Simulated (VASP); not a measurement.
# C (P6/mmm) in VASP: further runs

Runs on C. Level: PBEsol+D3(BJ). Tasks: relaxation of cell and atoms, single point.

All numbers are computed with VASP 6.6.1; they aren't measurements. Logs are shortened: lines on timing, memory, paths and dates and some standing lists are left out, and cuts for length are marked.

### Step 1. The cell of the first run

The structure is hexagonal, space group P6/mmm (No. 191). The conventional cell has a = 2.458 Å, b = 2.458 Å, c = 3.529 Å, α = 90.00°, β = 90.00°, γ = 120.00°. C (site symmetry -6m2) has 3 C at 1.42 Å within 1.9 Å.

### Step 2. Relaxation of cell and atoms, PBEsol+D3(BJ)

INCAR reads:

```
SYSTEM = C
PREC = Accurate ; ENCUT = 600
EDIFF = 1E-7 ; ISMEAR = 0
SIGMA = 0.1 ; LREAL = .False.
LASPH = .True. ; NELM = 120
ALGO = Normal ; ISIF = 3
LWAVE = .False. ; LCHARG = .False.
GGA = PS ; IVDW = 12
IBRION = 2 ; NSW = 100
EDIFFG = -0.005 ; GGA_COMPAT = .False.
NELMIN = 4
```

KPOINTS reads:

```
Automatic mesh
0
Gamma
  21 21 12
  0 0 0
```

POSCAR reads:

```
C
1.0
    2.4576582504      0.0000000000      0.0000000000
   -1.2288291252      2.1283944787      0.0000000000
    0.0000000000      0.0000000000      3.5294825081
C
2
Direct
    0.3333333333      0.6666666667      0.0000000000
    0.6666666667      0.3333333333      0.0000000000
```

Potentials or basis: VASP PAW PBE potentials, release 64 (C).

Run with:

```sh
$ cat potpaw_PBE.64/C/POTCAR > POTCAR
$ mpirun -np 1 vasp_std > vasp.out
```

OUTCAR:

```text
SYSTEM = C
   PREC = Accurate
   ENCUT = 600
   EDIFF = 1E-7
   ISMEAR = 0
   LREAL = .False.
   LASPH = .True.
   NELM = 120
   ISIF = 3
   GGA = PS
   IVDW = 12
   IBRION = 2
   NSW = 100
   EDIFFG = -0.005
   NELMIN = 4
 IVDW          = 12

 ion  position               nearest neighbor table
   1  0.333  0.667  0.000-   2 1.42   2 1.42   2 1.42
   2  0.667  0.333  0.000-   1 1.42   1 1.42   1 1.42

  LATTYP: Found a hexagonal cell.
 ALAT       =     2.4576582504
 C/A-ratio  =     1.4361160701

  Lattice vectors:

 A1 = (   2.4576582504,   0.0000000000,   0.0000000000)
 A2 = (  -1.2288291252,   2.1283944787,   0.0000000000)
 A3 = (   0.0000000000,   0.0000000000,   3.5294825081)

Analysis of symmetry for initial positions (statically):
=====================================================================
 Subroutine PRICEL returns:
 Original cell was already a primitive cell.

 Routine SETGRP: Setting up the symmetry group for a
 hexagonal supercell.

 Subroutine GETGRP returns: Found 24 space group operations
 (whereof 24 operations were pure point group operations)
 out of a pool of 24 trial point group operations.

The static configuration has the point symmetry D_6h.

Analysis of symmetry for dynamics (positions and initial velocities):
=====================================================================
 Subroutine PRICEL returns:
 Original cell was already a primitive cell.

 Routine SETGRP: Setting up the symmetry group for a
 hexagonal supercell.

 Subroutine GETGRP returns: Found 24 space group operations
 (whereof 24 operations were pure point group operations)
 out of a pool of 24 trial point group operations.

The dynamic configuration has the point symmetry D_6h.

 Subroutine INISYM returns: Found 24 space group operations
 (whereof 24 operations are pure point group operations),
 and found     1 'primitive' translations

----------------------------------------------------------------------------------------

                                     Primitive cell

  volume of cell :      18.4623

  direct lattice vectors                    reciprocal lattice vectors
     2.457658250  0.000000000  0.000000000     0.406891397  0.234918858  0.000000000
    -1.228829125  2.128394479  0.000000000     0.000000000  0.469837716  0.000000000
     0.000000000  0.000000000  3.529482508     0.000000000  0.000000000  0.283327654

  length of vectors
     2.457658250  2.457658250  3.529482508     0.469837716  0.469837716  0.283327654

  position of ions in fractional coordinates (direct lattice)
     0.333333333  0.666666667  0.000000000
     0.666666667  0.333333333  0.000000000

  ion indices of the primitive-cell ions
   primitive index   ion index
                 1           1
                 2           2

----------------------------------------------------------------------------------------

 KPOINTS: Automatic mesh

Automatic generation of k-mesh.
 Grid dimensions read from file:
 generate k-points for:   21   21   12

 Generating k-lattice:

  Cartesian coordinates                     Fractional coordinates (reciprocal lattice)
     0.019375781  0.011186612  0.000000000     0.047619048  0.000000000  0.000000000
     0.000000000  0.022373225  0.000000000     0.000000000  0.047619048  0.000000000
     0.000000000  0.000000000  0.023610638     0.000000000  0.000000000  0.083333333

  Length of vectors
     0.022373225  0.022373225  0.023610638

  Shift w.r.t. Gamma in fractional coordinates (k-lattice)
     0.000000000  0.000000000  0.000000000

 Subroutine IBZKPT returns following result:
 ===========================================

 Found    336 irreducible k-points:

 Following reciprocal coordinates:
            Coordinates               Weight
  0.000000  0.000000  0.000000      1.000000
  0.047619 -0.000000  0.000000      6.000000
  0.095238  0.000000  0.000000      6.000000
  0.142857  0.000000  0.000000      6.000000
  0.190476  0.000000  0.000000      6.000000
  0.238095 -0.000000  0.000000      6.000000
[... 16 lines left out ...]
  0.142857  0.095238  0.000000     12.000000
  0.190476  0.095238  0.000000     12.000000
 [... further k-points ...]
   k-points           NKPTS =    336   k-points in BZ     NKDIM =    336   number of bands    NBANDS=      8
   number of dos      NEDOS =    301   number of ions     NIONS =      2
   total plane-waves  NPLWV =  11200
   dimension x,y,z NGX =    20 NGY =   20 NGZ =   28
   dimension x,y,z NGXF=    40 NGYF=   40 NGZF=   56
   ions per type =               2
   NGX,Y,Z   is equivalent  to a cutoff of  13.53, 13.53, 13.19 a.u.
   NGXF,Y,Z  is equivalent  to a cutoff of  27.06, 27.06, 26.38 a.u.
 SYSTEM =  C
   PREC   = accura    normal or accurate (medium, high low for compatibility)
   ISTART =      0    job   : 0-new  1-cont  2-samecut
   ICHARG =      2    charge: 1-file 2-atom 10-const
   ISPIN  =      1    spin polarized calculation?
   LNONCOLLINEAR =      F non collinear calculations
   LSORBIT =      F    spin-orbit coupling
   LASPH  =      T    aspherical Exc in radial PAW
   ENCUT  =  600.0 eV  44.10 Ry    6.64 a.u.   4.91  4.91  7.05*2*pi/ulx,y,z
   NELM   =    120;   NELMIN=  4; NELMDL= -5     # of ELM steps
   EDIFF  = 0.1E-06   stopping-criterion for ELM
   LREAL  =      F    real-space projection
   EDIFFG = -.5E-02   stopping-criterion for IOM
   NSW    =    100    number of steps for IOM
   IBRION =      2    ionic relax: 0-MD 1-quasi-New 2-CG
   NFREE  =      1    steps in history (QN), initial steepest desc. (CG)
   ISIF   =      3    stress and relaxation
   ISYM   =      2    0-nonsym 1-usesym 2-fastsym
   POTIM  = 0.5000    time-step for ionic-motion
   TEBEG  =    0.0;   TEEND  =   0.0 temperature during run
   PSTRESS=    0.0 pullay stress
   NELECT =       8.0000    total number of electrons
   NUPDOWN=      -1.0000    fix difference up-down
   EMIN   =  10.00;   EMAX   =-10.00  energy-range for DOS
   EFERMI =   0.00;   METHOD = LEGACY
   ISMEAR =     0;   SIGMA  =   0.10  broadening in eV -4-tet -1-fermi 0-gaus
   EFERMI_NEDOS =   21; number of points for ismear=-14 and -15
   IALGO  =     38    algorithm
   IMIX   =      4    mixing-type and parameters
     AMIX     =   0.40;   BMIX     =  1.00
     AMIX_MAG =   1.60;   BMIX_MAG =  1.00
  volume/ion in A,a.u.               =       9.23        62.29
  Fermi-wavevector in a.u.,A,eV,Ry     =   1.238825  2.341040 20.880688  1.534687
  Thomas-Fermi vector in A             =   2.373334
   LORBIT       =      0    0 simple, 1 ext, 2 COOP (PROOUT), +10 PAW based schemes
   GGA     = PS    functional components
   LHFCALC =     F    Hartree Fock is set to
   AEXX    =    0.0000 exact exchange contribution
   IVDW    =    12    specifies the selected vdW correction
   LEPSILON=     F    determine dielectric tensor
   LRPA    =     F    only Hartree local field effects (RPA)
 conjugate gradient relaxation of ions
 non-spin polarized calculation
 Gauss-broadening in eV      SIGMA  =   0.10
  energy-cutoff  :      600.00
  volume of cell :       18.46
 maximum number of plane-waves:       636
 NGX is ok and might be reduce to    20
   NGX =  9   NGY =  9   NGZ = 15

--------------------------------------- Ionic step        1  -------------------------------------------

 number of electron       7.9999999 magnetization

 Free energy of the ion-electron system (eV)
  ---------------------------------------------------
  ext. energy  EPLUGINS =         0.00000000
  ---------------------------------------------------
  free energy    TOTEN  =       -19.27925047 eV

  energy without entropy =      -19.27916399  energy(sigma->0) =      -19.27920723

------------------------ aborting loop because EDIFF is reached ----------------------------------------

 Edisp (eV)   -0.20923

 E8    (eV) :    -0.1016

  FORCE on cell =-STRESS in cart. coord.  units (eV):
  Direction    XX          YY          ZZ          XY          YZ          ZX
  --------------------------------------------------------------------------------------
  -------------------------------------------------------------------------------------
  Total       0.07062     0.07062    -0.03436    -0.00000     0.00000     0.00000
  in kB       6.12857     6.12857    -2.98216    -0.00000     0.00000     0.00000
  external pressure =        3.09 kB  Pullay stress =        0.00 kB
[... 181 lines left out ...]
  energy  without entropy=      -19.4885135759  energy(sigma->0) =      -19.48855712

--------------------------------------- Ionic step        6  -------------------------------------------

 number of electron       7.9999999 magnetization

 Free energy of the ion-electron system (eV)
  ---------------------------------------------------
  ext. energy  EPLUGINS =         0.00000000
  ---------------------------------------------------
  free energy    TOTEN  =       -19.27774526 eV

  energy without entropy =      -19.27765683  energy(sigma->0) =      -19.27770105

 E-fermi :   4.2853     XC(G=0): -10.2445

 val. band max:        4.2845721840   @ k =   0.3333   0.3333   0.2500
 cond. band min:       4.5489451184   @ k =   0.3333   0.2857   0.5000
 fundamental gap:      0.2643729344
 Fermi energy:         4.2853206638

 k-point     1 :       0.0000    0.0000    0.0000
  band No.  band energies     occupation
      1     -15.3526      2.00000
      2      -2.5552      2.00000
      3       1.3025      2.00000
      4       1.3025      2.00000
      5       8.0047      0.00000
      6      12.6203      0.00000
      7      12.6203      0.00000
      8      16.0178      0.00000
[... 243 lines left out ...]
 k-point    24 :       0.1905    0.0952    0.0000
  band No.  band energies     occupation
      1     -13.8452      2.00000
      2      -2.8668      2.00000
      3      -1.2249      2.00000
      4      -0.8371      2.00000
      5       9.8813      0.00000
      6      12.0165      0.00000
      7      13.2001      0.00000
      8      16.2898      0.00000

 [... further k-points ...]

------------------------ aborting loop because EDIFF is reached ----------------------------------------

 Edisp (eV)   -0.21092

 E8    (eV) :    -0.1025

  FORCE on cell =-STRESS in cart. coord.  units (eV):
  Direction    XX          YY          ZZ          XY          YZ          ZX
  --------------------------------------------------------------------------------------
  -------------------------------------------------------------------------------------
  Total       0.00470     0.00470    -0.00444    -0.00000    -0.00000    -0.00000
  in kB       0.41097     0.41097    -0.38832    -0.00000    -0.00000    -0.00000
  external pressure =        0.14 kB  Pullay stress =        0.00 kB
[... 17 lines left out ...]
  FREE ENERGIE OF THE ION-ELECTRON SYSTEM (eV)
  ---------------------------------------------------
  free  energy   TOTEN  =       -19.4886633272 eV

  energy  without entropy=      -19.4885748970  energy(sigma->0) =      -19.48861911

 reached required accuracy - stopping structural energy minimisation
```

It took 2.2 min on 1 thread of Intel Xeon Platinum 8259CL at 2.50GHz (Skylake/Cascade Lake), shared host; peak memory 0.17 GiB.

Results:

| Quantity | Value |
| --- | --- |
| Free energy | -19.4887 eV |
| Relaxed volume | 9.17 Å³/atom |
| Relaxed cell | a = 2.459 Å, b = 2.459 Å, c = 3.503 Å, α = 90.00°, β = 90.00°, γ = 120.00° |
| Space group after relaxing (to 0.05 Å) | P6/mmm (No. 191) |
| Energy gained by relaxing | 0.1 meV/atom |
| Ionic steps | 6 |
| Pressure after relaxing | 0.0 GPa |
| Band gap on the k mesh | zero (band 4 reaches 4.85 eV, above the bottom of band 5 at 3.79 eV) |
| Dispersion energy per atom | -0.105 eV |

Stress tensor (GPa, compression positive):
```
 0.04  0.00  0.00
 0.00  0.04  0.00
 0.00  0.00 -0.04
```

Step by step:
| step | energy change (eV) | largest force (eV/Å) | pressure (GPa) | volume (Å³) |
| --- | --- | --- | --- | --- |
| 1 | 0.0000 | 0.0000 | 0.31 | 18.46 |
| 2 | 0.0002 | 0.0000 | -1.10 | 18.51 |
| 3 | 0.0000 | 0.0000 | -0.13 | 18.48 |
| 4 | -0.0001 | 0.0000 | -0.11 | 18.46 |
| 5 | -0.0001 | 0.0000 | -0.08 | 18.42 |
| 6 | -0.0002 | 0.0000 | 0.01 | 18.34 |

Final structure:
```
C
1.0
     2.45869    0.00000    0.00000
    -1.22935    2.12929    0.00000
     0.00000    0.00000    3.50260
C
2
Direct
  0.33333 0.66667 0.00000
  0.66667 0.33333 0.00000
```

Levels at points of the mesh, in eV from the Fermi level:
| k point | band 1 | band 2 | band 3 | band 4 | band 5 | band 6 | band 7 | band 8 |
| --- | --- | --- | --- | --- | --- | --- | --- | --- |
| (0.00, 0.00, 0.00) | -19.64 | -6.84 | -2.98 | -2.98 | 3.72 | 8.33 | 8.33 | 11.73 |
| (0.00, 0.00, 0.50) | -19.42 | -8.46 | -2.96 | -2.96 | 8.41 | 8.41 | 9.37 | 11.43 |

Caveat: the PAW data sets were made with another functional, which shifts forces and pressure a little.

### Step 3. Single point, PBEsol+D3(BJ)

INCAR reads:

```
SYSTEM = C
PREC = Accurate
ENCUT = 520
EDIFF = 1E-7
ISMEAR = 0
SIGMA = 0.15
LREAL = .FALSE.
LASPH = .TRUE.
NELM = 80
ALGO = Normal
ISIF = 2
LWAVE = .FALSE.
LCHARG = .FALSE.
GGA = PS
IVDW = 12
NBANDS = 11
```

KPOINTS reads:

```
regular mesh
0
G
  21 21 12
  0 0 0
```

POSCAR reads:

```
C
1.0
    2.4576582469      0.0000000000      0.0000000000
   -1.2288291235      2.1283944757      0.0000000000
    0.0000000000      0.0000000000      3.5294822413
C
2
Direct
    0.3333333333      0.6666666667      0.0000000000
    0.6666666667      0.3333333333      0.0000000000
```

Potentials or basis: VASP PAW PBE potentials, release 64 (C).

Run with:

```sh
$ cat potpaw_PBE.64/C/POTCAR > POTCAR
$ mpirun -np 1 vasp_std > vasp.out
```

OUTCAR:

```text
SYSTEM = C
   PREC = Accurate
   ENCUT = 520
   EDIFF = 1E-7
   ISMEAR = 0
   LREAL = .FALSE.
   LASPH = .TRUE.
   NELM = 80
   ISIF = 2
   GGA = PS
   IVDW = 12
 IVDW          = 12

 ion  position               nearest neighbor table
   1  0.333  0.667  0.000-   2 1.42   2 1.42   2 1.42
   2  0.667  0.333  0.000-   1 1.42   1 1.42   1 1.42

  LATTYP: Found a hexagonal cell.
 ALAT       =     2.4576582469
 C/A-ratio  =     1.4361159635

  Lattice vectors:

[... 521 lines left out ...]
 [... further k-points ...]

------------------------ aborting loop because EDIFF is reached ----------------------------------------

 Edisp (eV)   -0.20923

 E8    (eV) :    -0.1016

  FORCE on cell =-STRESS in cart. coord.  units (eV):
  Direction    XX          YY          ZZ          XY          YZ          ZX
  --------------------------------------------------------------------------------------
  -------------------------------------------------------------------------------------
  Total       0.12618     0.12618    -0.00891    -0.00000    -0.00000     0.00000
  in kB      10.94988    10.94988    -0.77311    -0.00000    -0.00000     0.00000
  external pressure =        7.04 kB  Pullay stress =        0.00 kB

 VOLUME and BASIS-vectors are now :
 -----------------------------------------------------------------------------
  energy-cutoff  :      520.00
  volume of cell :       18.46
      direct lattice vectors                 reciprocal lattice vectors
     2.457658247  0.000000000  0.000000000     0.406891398  0.234918858  0.000000000
    -1.228829123  2.128394476  0.000000000     0.000000000  0.469837716  0.000000000
     0.000000000  0.000000000  3.529482241     0.000000000  0.000000000  0.283327676

 POSITION                                       TOTAL-FORCE (eV/Angst)
 -----------------------------------------------------------------------------------
     -0.00000      1.41893      0.00000        -0.000000     -0.000000     -0.000000
      1.22883      0.70946      0.00000         0.000000      0.000000      0.000000
 -----------------------------------------------------------------------------------
    total drift:                                0.000000     -0.000000      0.000000

  FREE ENERGIE OF THE ION-ELECTRON SYSTEM (eV)
  ---------------------------------------------------
  free  energy   TOTEN  =       -19.4841966239 eV

  energy  without entropy=      -19.4840221477  energy(sigma->0) =      -19.48410939
```

OSZICAR:

```text
N       E                     dE             d eps       ncg     rms          rms(c)
DAV:   1     0.533396666520E+01    0.53340E+01   -0.43882E+03  7584   0.656E+02
DAV:   2    -0.198766385177E+02   -0.25211E+02   -0.23823E+02  9878   0.130E+02
DAV:   3    -0.204951837504E+02   -0.61855E+00   -0.61720E+00  9516   0.169E+01
DAV:   4    -0.204973709414E+02   -0.21872E-02   -0.21870E-02  8484   0.121E+00
DAV:   5    -0.204973797775E+02   -0.88361E-05   -0.88361E-05  9388   0.712E-02    0.644E+00
DAV:   6    -0.195699535205E+02    0.92743E+00   -0.73117E-01  8346   0.509E+00    0.371E+00
DAV:   7    -0.192719685937E+02    0.29798E+00   -0.84800E-01  8531   0.551E+00    0.976E-01
DAV:   8    -0.192753157262E+02   -0.33471E-02   -0.24161E-02  7982   0.989E-01    0.150E-01
DAV:   9    -0.192748854969E+02    0.43023E-03   -0.80263E-04  8742   0.175E-01    0.654E-02
DAV:  10    -0.192749669356E+02   -0.81439E-04   -0.20712E-04  8072   0.935E-02    0.309E-02
DAV:  11    -0.192749683625E+02   -0.14269E-05   -0.89792E-06  8783   0.172E-02    0.733E-03
DAV:  12    -0.192749690486E+02   -0.68604E-06   -0.79843E-07  8147   0.548E-03    0.188E-03
DAV:  13    -0.192749689896E+02    0.58993E-07   -0.11359E-07  8744   0.202E-03
   1 F= -.19484197E+02 E0= -.19484109E+02  d E =-.174476E-03
```

stdout:

```text
POSCAR found type information on POSCAR C
 POSCAR found :  1 types and       2 ions
 scaLAPACK will be used
 -----------------------------------------------------------------------------
|                                                                             |
|                                                                             |
|     You enforced a specific xc type in the INCAR file but a different       |
|     I HOPE YOU KNOW WHAT YOU ARE DOING!                                     |
|                                                                             |
 -----------------------------------------------------------------------------

 LDA part: xc-table for (Slater+PW92), standard interpolation
 POSCAR, INCAR and KPOINTS ok, starting setup
 FFT: planning ... GRIDC
 FFT: planning ... GRID_SOFT
 FFT: planning ... GRID
 WAVECAR not read
 entering main loop
```

Run time: 34 s. Hardware: 1 thread of AMD EPYC 7R13 (Zen 3), shared host; peak memory 0.14 GiB.

Results:

| Quantity | Value |
| --- | --- |
| Free energy | -19.4842 eV |
| Pressure | 0.7 GPa |
| Band gap on the k mesh | zero (band 4 reaches 4.77 eV, above the bottom of band 5 at 3.75 eV) |
| Dispersion energy per atom | -0.105 eV |

Stress tensor (GPa, compression positive):
```
 1.09  0.00  0.00
 0.00  1.09  0.00
 0.00  0.00 -0.08
```

Caveat: the PAW data sets were made with another functional, which shifts forces and pressure a little.
